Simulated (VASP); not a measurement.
# HfN (Fm-3m) in VASP: a series of runs, part 2 of 2

VASP 6.6.1.

### 3 Single point, PBE

INCAR

```
SYSTEM = HfN
PREC = Accurate
ENCUT = 520
EDIFF = 1E-7
ISMEAR = 0
SIGMA = 0.15
LREAL = .FALSE.
LASPH = .TRUE.
NELM = 80
ALGO = Normal
ISIF = 2
LWAVE = .FALSE.
LCHARG = .FALSE.
GGA = PE
NBANDS = 14
```

KPOINTS

```
regular mesh
0
G
  12 12 12
  0 0 0
```

POSCAR

```
HfN
1.0
    0.0000000000      2.2738965622      2.2738965622
    2.2738965622      0.0000000000      2.2738965622
    2.2738965622      2.2738965622      0.0000000000
Hf N
1 1
Direct
    0.0000000000      0.0000000000      0.0000000000
    0.5000000000      0.5000000000      0.5000000000
```

Potentials or basis: VASP PAW PBE potentials, release 64 (Hf_pv, N).

Started as:

```console
$ cat potpaw_PBE.64/Hf_pv/POTCAR potpaw_PBE.64/N/POTCAR > POTCAR
$ mpirun -np 1 vasp_std > vasp.out
```

OUTCAR:

```text
SYSTEM = HfN
   PREC = Accurate
   ENCUT = 520
   EDIFF = 1E-7
   ISMEAR = 0
   LREAL = .FALSE.
   LASPH = .TRUE.
   NELM = 80
   ISIF = 2
   GGA = PE

 ion  position               nearest neighbor table
   1  0.000  0.000  0.000-   2 2.27   2 2.27   2 2.27   2 2.27   2 2.27   2 2.27
   2  0.500  0.500  0.500-   1 2.27   1 2.27   1 2.27   1 2.27   1 2.27   1 2.27

  LATTYP: Found a face centered cubic cell.
 ALAT       =     4.5477931244

  Lattice vectors:

 A1 = (   0.0000000000,   2.2738965622,   2.2738965622)
 A2 = (   2.2738965622,   0.0000000000,   2.2738965622)
 A3 = (   2.2738965622,   2.2738965622,   0.0000000000)

Analysis of symmetry for initial positions (statically):
=====================================================================
 Subroutine PRICEL returns:
 Original cell was already a primitive cell.

 Routine SETGRP: Setting up the symmetry group for a
 face centered cubic supercell.

 Subroutine GETGRP returns: Found 48 space group operations
[... 9 lines left out ...]

 Routine SETGRP: Setting up the symmetry group for a
 face centered cubic supercell.

 Subroutine GETGRP returns: Found 48 space group operations
[... 11 lines left out ...]
                                     Primitive cell

  volume of cell :      23.5148

  direct lattice vectors                    reciprocal lattice vectors
     0.000000000  2.273896562  2.273896562    -0.219886871  0.219886871  0.219886871
     2.273896562  0.000000000  2.273896562     0.219886871 -0.219886871  0.219886871
     2.273896562  2.273896562  0.000000000     0.219886871  0.219886871 -0.219886871

  length of vectors
     3.215775358  3.215775358  3.215775358     0.380855232  0.380855232  0.380855232

  position of ions in fractional coordinates (direct lattice)
     0.000000000  0.000000000  0.000000000
     0.500000000  0.500000000  0.500000000

  ion indices of the primitive-cell ions
   primitive index   ion index
                 1           1
                 2           2

----------------------------------------------------------------------------------------

 KPOINTS: regular mesh

Automatic generation of k-mesh.
 Grid dimensions read from file:
 generate k-points for:   12   12   12

 Generating k-lattice:

  Cartesian coordinates                     Fractional coordinates (reciprocal lattice)
    -0.018323906  0.018323906  0.018323906     0.083333333  0.000000000  0.000000000
     0.018323906 -0.018323906  0.018323906     0.000000000  0.083333333  0.000000000
     0.018323906  0.018323906 -0.018323906     0.000000000  0.000000000  0.083333333

  Length of vectors
     0.031737936  0.031737936  0.031737936

  Shift w.r.t. Gamma in fractional coordinates (k-lattice)
     0.000000000  0.000000000  0.000000000

 Subroutine IBZKPT returns following result:
 ===========================================

 Found     72 irreducible k-points:

 Following reciprocal coordinates:
            Coordinates               Weight
  0.000000  0.000000  0.000000      1.000000
  0.083333  0.000000  0.000000      8.000000
  0.166667  0.000000  0.000000      8.000000
  0.250000  0.000000  0.000000      8.000000
  0.333333  0.000000  0.000000      8.000000
  0.416667  0.000000  0.000000      8.000000
[... 16 lines left out ...]
  0.500000  0.166667  0.000000     24.000000
 -0.416667  0.166667  0.000000     24.000000
 [... further k-points ...]
   k-points           NKPTS =     72   k-points in BZ     NKDIM =     72   number of bands    NBANDS=     14
   number of dos      NEDOS =    301   number of ions     NIONS =      2
   total plane-waves  NPLWV =  13824
   dimension x,y,z NGX =    24 NGY =   24 NGZ =   24
   dimension x,y,z NGXF=    48 NGYF=   48 NGZF=   48
   ions per type =               1   1
   NGX,Y,Z   is equivalent  to a cutoff of  12.41, 12.41, 12.41 a.u.
   NGXF,Y,Z  is equivalent  to a cutoff of  24.81, 24.81, 24.81 a.u.
 SYSTEM =  HfN
   PREC   = accura    normal or accurate (medium, high low for compatibility)
   ISTART =      0    job   : 0-new  1-cont  2-samecut
   ICHARG =      2    charge: 1-file 2-atom 10-const
   ISPIN  =      1    spin polarized calculation?
   LNONCOLLINEAR =      F non collinear calculations
   LSORBIT =      F    spin-orbit coupling
   LASPH  =      T    aspherical Exc in radial PAW
   ENCUT  =  520.0 eV  38.22 Ry    6.18 a.u.   5.98  5.98  5.98*2*pi/ulx,y,z
   NELM   =     80;   NELMIN=  2; NELMDL= -5     # of ELM steps
   EDIFF  = 0.1E-06   stopping-criterion for ELM
   LREAL  =      F    real-space projection
   EDIFFG = 0.1E-05   stopping-criterion for IOM
   NSW    =      0    number of steps for IOM
   IBRION =     -1    ionic relax: 0-MD 1-quasi-New 2-CG
   NFREE  =      0    steps in history (QN), initial steepest desc. (CG)
   ISIF   =      2    stress and relaxation
   ISYM   =      2    0-nonsym 1-usesym 2-fastsym
   POTIM  = 0.5000    time-step for ionic-motion
   TEBEG  =    0.0;   TEEND  =   0.0 temperature during run
   PSTRESS=    0.0 pullay stress
   NELECT =      15.0000    total number of electrons
   NUPDOWN=      -1.0000    fix difference up-down
   EMIN   =  10.00;   EMAX   =-10.00  energy-range for DOS
   EFERMI =   0.00;   METHOD = LEGACY
   ISMEAR =     0;   SIGMA  =   0.15  broadening in eV -4-tet -1-fermi 0-gaus
   EFERMI_NEDOS =   21; number of points for ismear=-14 and -15
   IALGO  =     38    algorithm
   IMIX   =      4    mixing-type and parameters
     AMIX     =   0.40;   BMIX     =  1.00
     AMIX_MAG =   1.60;   BMIX_MAG =  1.00
  volume/ion in A,a.u.               =      11.76        79.34
  Fermi-wavevector in a.u.,A,eV,Ry     =   1.409260  2.663116 27.021368  1.986015
  Thomas-Fermi vector in A             =   2.531334
   LORBIT       =      0    0 simple, 1 ext, 2 COOP (PROOUT), +10 PAW based schemes
   GGA     = PE    functional components
   LHFCALC =     F    Hartree Fock is set to
   AEXX    =    0.0000 exact exchange contribution
   IVDW    =     0    specifies the selected vdW correction
   LEPSILON=     F    determine dielectric tensor
   LRPA    =     F    only Hartree local field effects (RPA)
 non-spin polarized calculation
 Gauss-broadening in eV      SIGMA  =   0.15
  energy-cutoff  :      520.00
  volume of cell :       23.51
 maximum number of plane-waves:       648
   NGX = 11   NGY = 11   NGZ = 11

 number of electron      15.0000000 magnetization

 Free energy of the ion-electron system (eV)
  ---------------------------------------------------
  ext. energy  EPLUGINS =         0.00000000
  ---------------------------------------------------
  free energy    TOTEN  =       -21.76561062 eV

  energy without entropy =      -21.76160137  energy(sigma->0) =      -21.76360599

 E-fermi :   8.2250     XC(G=0): -12.6292

 val. band max:        8.1764267860   @ k =  -0.0833   0.0833   0.0000
 cond. band min:       8.3011255409   @ k =  -0.1667   0.2500   0.0833
 fundamental gap:      0.1246987550
 Fermi energy:         8.2249910746

 k-point     1 :       0.0000    0.0000    0.0000
  band No.  band energies     occupation
      1     -23.0184      2.00000
      2     -23.0184      2.00000
      3     -23.0184      2.00000
      4      -9.1866      2.00000
      5       5.2011      2.00000
      6       5.2011      2.00000
      7       5.2011      2.00000
      8       7.8747      1.99904
      9       7.8747      1.99904
     10       7.8747      1.99904
     11       9.8183      0.00000
     12      10.1318      0.00000
     13      10.1318      0.00000
     14      17.7275      0.00000

 k-point     2 :       0.0833    0.0000    0.0000
  band No.  band energies     occupation
      1     -23.0836      2.00000
      2     -23.0239      2.00000
      3     -23.0239      2.00000
      4      -9.0341      2.00000
      5       4.5306      2.00000
      6       4.8177      2.00000
      7       4.8177      2.00000
      8       8.0400      1.91886
      9       8.1010      1.75765
     10       8.1010      1.75765
     11      10.3267      0.00000
     12      10.6420      0.00000
     13      10.6420      0.00000
     14      18.2533      0.00000
[... 343 lines left out ...]
      1     -23.8034      2.00000
      2     -23.2267      2.00000
      3     -23.1520      2.00000
      4      -6.9987      2.00000
      5       0.2917      2.00000
      6       2.3512      2.00000
      7       2.6208      2.00000
      8       9.0436      0.00000
      9      11.7370      0.00000
     10      12.1658      0.00000
     11      14.1614      0.00000
     12      15.5107      0.00000
     13      16.9358      0.00000
     14      18.6948      0.00000

 k-point    24 :      -0.4167    0.1667    0.0000
  band No.  band energies     occupation
      1     -23.8130      2.00000
      2     -23.2561      2.00000
      3     -23.1313      2.00000
      4      -6.8990      2.00000
      5       0.1266      2.00000
      6       2.3726      2.00000
      7       2.4323      2.00000
      8      10.2481      0.00000
      9      10.9397      0.00000
     10      11.6136      0.00000
     11      14.2361      0.00000
     12      16.5714      0.00000
     13      16.6119      0.00000
     14      18.9378      0.00000

 [... further k-points ...]
[... 5 lines left out ...]
  --------------------------------------------------------------------------------------
  -------------------------------------------------------------------------------------
  Total       -0.3525249     -0.3525249     -0.3525249      0.0000000      0.0000000      0.0000000
  in kB      -24.0191823    -24.0191823    -24.0191823      0.0000000      0.0000000      0.0000000
  external PRESSURE =     -24.0191823 kB  Pullay stress =       0.0000000 kB

 VOLUME and BASIS-vectors are now :
 -----------------------------------------------------------------------------
  energy-cutoff  :      520.00
  volume of cell :       23.51
      direct lattice vectors                 reciprocal lattice vectors
     0.000000000  2.273896562  2.273896562    -0.219886871  0.219886871  0.219886871
     2.273896562  0.000000000  2.273896562     0.219886871 -0.219886871  0.219886871
     2.273896562  2.273896562  0.000000000     0.219886871  0.219886871 -0.219886871

 POSITION                                       TOTAL-FORCE (eV/Angst)
 -----------------------------------------------------------------------------------
      0.00000      0.00000      0.00000        -0.000000      0.000000      0.000000
      2.27390      2.27390      2.27390         0.000000     -0.000000     -0.000000
 -----------------------------------------------------------------------------------
    total drift:                                0.000000     -0.000000     -0.000000

  FREE ENERGIE OF THE ION-ELECTRON SYSTEM (eV)
  ---------------------------------------------------
  free  energy   TOTEN  =       -21.7656106221 eV

  energy  without entropy=      -21.7616013659  energy(sigma->0) =      -21.76360599
```

OSZICAR:

```text
N       E                     dE             d eps       ncg     rms          rms(c)
DAV:   1     0.384315398816E+02    0.38432E+02   -0.77461E+03  2016   0.100E+03
DAV:   2    -0.227406610950E+02   -0.61172E+02   -0.57489E+02  2680   0.238E+02
DAV:   3    -0.247643025130E+02   -0.20236E+01   -0.20170E+01  2310   0.355E+01
DAV:   4    -0.247722135873E+02   -0.79111E-02   -0.79105E-02  2412   0.260E+00
DAV:   5    -0.247722662223E+02   -0.52635E-04   -0.52635E-04  2282   0.182E-01    0.471E+01
DAV:   6    -0.218819748067E+02    0.28903E+01   -0.83532E+00  2190   0.220E+01    0.404E+01
DAV:   7    -0.217949126454E+02    0.87062E-01   -0.46368E-01  2532   0.606E+00    0.262E+01
DAV:   8    -0.217721511482E+02    0.22761E-01   -0.12305E-01  2292   0.300E+00    0.622E+00
DAV:   9    -0.217657182732E+02    0.64329E-02   -0.17657E-02  2256   0.107E+00    0.197E+00
DAV:  10    -0.217656455119E+02    0.72761E-04   -0.10960E-03  2688   0.319E-01    0.458E-01
DAV:  11    -0.217656127898E+02    0.32722E-04   -0.72041E-05  2364   0.839E-02    0.114E-01
DAV:  12    -0.217656108544E+02    0.19353E-05   -0.80485E-06  2722   0.240E-02    0.136E-02
DAV:  13    -0.217656106862E+02    0.16826E-06   -0.20553E-07  2022   0.461E-03    0.604E-03
DAV:  14    -0.217656106221E+02    0.64043E-07   -0.16129E-08  1470   0.116E-03
   1 F= -.21765611E+02 E0= -.21763606E+02  d E =-.400926E-02
```

stdout:

```text
POSCAR found type information on POSCAR HfN
 POSCAR found :  2 types and       2 ions
 scaLAPACK will be used
 LDA part: xc-table for (Slater+PW92), standard interpolation
 POSCAR, INCAR and KPOINTS ok, starting setup
 FFT: planning ... GRIDC
 FFT: planning ... GRID_SOFT
 FFT: planning ... GRID
 WAVECAR not read
 entering main loop
```

It took 7.1 s on 1 thread of Intel Xeon 6975P-C (Granite Rapids), shared host; peak memory 0.15 GiB.

Results:

- Free energy: -21.7656 eV
- Pressure: -2.4 GPa

Caveat: spin-orbit coupling is left out, which moves the levels of the heavy elements.

### 4 Single point, PBE

This run uses another cell than the first one, of 10.86 Å³/atom, 0.923 times its volume.

INCAR

```
  PREC = Accurate
  ENCUT = 520
  EDIFF = 1E-7
  ISMEAR = -1
  SIGMA = 0.15
  LREAL = False
  LASPH = True
  NELM = 80
  ALGO = Normal
  ISIF = 2
  LWAVE = False
  LCHARG = False
  GGA = PE
  NBANDS = 14
```

KPOINTS

```
Automatic mesh
0
Gamma
  16 16 16
```

POSCAR

```
HfN
1.0
    0.0000000000      2.2143014125      2.2143014125
    2.2143014125      0.0000000000      2.2143014125
    2.2143014125      2.2143014125      0.0000000000
Hf N
1 1
Direct
    0.0000000000      0.0000000000      0.0000000000
    0.5000000000      0.5000000000      0.5000000000
```

Started as:

```console
$ cat potpaw_PBE.64/Hf_pv/POTCAR potpaw_PBE.64/N/POTCAR > POTCAR
$ mpirun -np 1 vasp_std > vasp.out
```

Wall time 15 s (1 thread of Intel Xeon 6975P-C (Granite Rapids), shared host); peak memory 0.17 GiB.

The run converged. Its results:

```yaml
Free_energy: -21.6734 eV
Pressure: 22.5 GPa
```

Levels at points of the mesh, in eV from the Fermi level:
| k point | band 4 | band 5 | band 6 | band 7 | band 8 | band 9 | band 10 | band 11 | band 12 | band 13 |
| --- | --- | --- | --- | --- | --- | --- | --- | --- | --- | --- |
| (0.00, 0.00, 0.00) | -17.87 | -3.11 | -3.11 | -3.11 | -0.39 | -0.39 | -0.39 | 2.11 | 2.11 | 2.38 |
| (0.50, 0.00, 0.00) | -14.79 | -9.25 | -6.50 | -6.50 | 3.55 | 4.01 | 4.01 | 4.75 | 9.57 | 9.57 |
| (0.50, 0.50, 0.00) | -16.77 | -5.39 | -4.09 | -3.73 | -3.73 | 4.43 | 6.00 | 6.00 | 6.32 | 8.80 |

Caveat: spin-orbit coupling is left out, which moves the levels of the heavy elements.

### 5 Summary

| task | cell | k mesh | cutoff (eV) | smearing | gap on the mesh (eV) | pressure (GPa) |
| --- | --- | --- | --- | --- | --- | --- |
| relaxation of cell and atoms | relaxed to 1 GPa from a = 3.216 Å, angles 60.0°, 2 atoms | 16 × 16 × 16 | 600 | fermi-dirac 0.15 eV | none | 1.0 |
| single point | a = 3.216 Å, angles 60.0°, 2 atoms | 12 × 12 × 12 | 520 | gaussian 0.15 eV | none | -2.4 |
| single point | a = 3.131 Å, angles 60.0°, 2 atoms | 16 × 16 × 16 | 520 | fermi-dirac 0.15 eV | none | 22.5 |

Alike in all rows: level PBE; potentials or basis VASP PAW PBE potentials, release 64 (Hf_pv, N); no spin polarisation.

Caveats: spin-orbit coupling is left out, which moves the levels of the heavy elements; the cell is relaxed towards a set pressure, so the enthalpy falls and the energy may rise (some runs).

Absolute energies hang on the potentials; compare differences alone.
